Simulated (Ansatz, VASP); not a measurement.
## One calculation of Mn2SiO6, two programs

The input INCAR:

```
SYSTEM = Mn2SiO6
ALGO = Normal ; EDIFF = 1E-6
EDIFFG = -0.04 ; ENCUT = 600
GGA = PE ; IBRION = 2
ISIF = 3 ; ISMEAR = 0
ISPIN = 2 ; LASPH = .True.
LCHARG = .False. ; LMAXMIX = 4
LORBIT = 11 ; LREAL = .False.
LWAVE = .False. ; MAGMOM = 4 4 0 0 0 0 0 0 0
NELM = 150 ; NSW = 90
PREC = Accurate ; SIGMA = 0.1
```

KPOINTS

```
k-points
0
Gamma
  4 4 4
  0 0 0
```

The input POSCAR:

```
Mn2SiO6
1.0
    0.0000000000      3.4719571700      3.4719571700
    3.4719571700      0.0000000000      3.4719571700
    3.4719571700      3.4719571700      0.0000000000
Mn Si O
2 1 6
Direct
    0.2500000000      0.2500000000      0.2500000000
    0.7500000000      0.7500000000      0.7500000000
    0.0000000000      0.0000000000      0.0000000000
    0.7500000000      0.2500000000      0.2500000000
    0.2500000000      0.7500000000      0.7500000000
    0.2500000000      0.7500000000      0.2500000000
    0.7500000000      0.2500000000      0.7500000000
    0.2500000000      0.2500000000      0.7500000000
    0.7500000000      0.7500000000      0.2500000000
```

Input for Ansatz:

```yaml
crystal:
  lattice:
    - [0.0, 3.47195717, 3.47195717]
    - [3.47195717, 0.0, 3.47195717]
    - [3.47195717, 3.47195717, 0.0]
  atoms:
    - { symbol: Mn, position: [0.25, 0.25, 0.25], spin: 4.0 }
    - { symbol: Mn, position: [0.75, 0.75, 0.75], spin: 4.0 }
    - { symbol: Si, position: [0.0, 0.0, 0.0] }
    - { symbol: O, position: [0.75, 0.25, 0.25] }
    - { symbol: O, position: [0.25, 0.75, 0.75] }
    - { symbol: O, position: [0.25, 0.75, 0.25] }
    - { symbol: O, position: [0.75, 0.25, 0.75] }
    - { symbol: O, position: [0.25, 0.25, 0.75] }
    - { symbol: O, position: [0.75, 0.75, 0.25] }
basis:
  ecutwfc: 420
kpoints:
  mp_grid: { grid: [4, 4, 4] }
hamiltonian:
  xc: pbe
scf:
  occupations: { method: gaussian, width: 0.1 }
  lower_state_search: "off"
output:
  forces: true
  stress: true
  eigenvalues: true
  populations: true
magnetization:
  spin_polarized: true
relax:
  adjacent_minimum: "off"
  f_tol: 0.04
  max_steps: 70
  cell: { stress_tol: 0.4 }
```

Change from the starting cell: ordered vacancies on the cation sites of perovskite (Fm-3m, No. 225).

Alike in both runs: task relaxation of cell and atoms; functional PBE; k mesh 4 × 4 × 4; occupations gaussian, width 0.1 eV; collinear spin.

```csv
,VASP,Ansatz
version,VASP 6.6.1,Ansatz 0.2.0
potentials or method,"VASP PAW PBE potentials, release 64 (Mn_pv, Si, O), cutoff 600 eV","scalar-relativistic, plane waves, PAW"
valence electrons in the cell,66,70
```

|  | VASP | Ansatz | Ansatz less VASP |
| --- | --- | --- | --- |
| gap on the k mesh at the Fermi level, each at its own relaxed structure (eV) | none | none | - |
| net moment per atom (μB) | 0.67 | 0.67 | 0.000 |
| size of the moment on the site where the two differ most (μB) | 4.22 | 4.12 | -0.101 |
| relaxed volume (Å³/atom) | 9.75 | 9.75 | -0.002 |
| relaxed cell length with the largest relative difference (Å) | 4.989 | 4.988 | -0.0004 |

Site moments also hang on the region over which each program counts them. A gap of «none» marks a metal or a gap that the smearing closes. VASP's potentials hold 66 valence electrons a cell and Ansatz's 70, so a difference there can come from the potentials and not from the codes.

The k mesh is coarse, so the values compare programs but aren't converged.
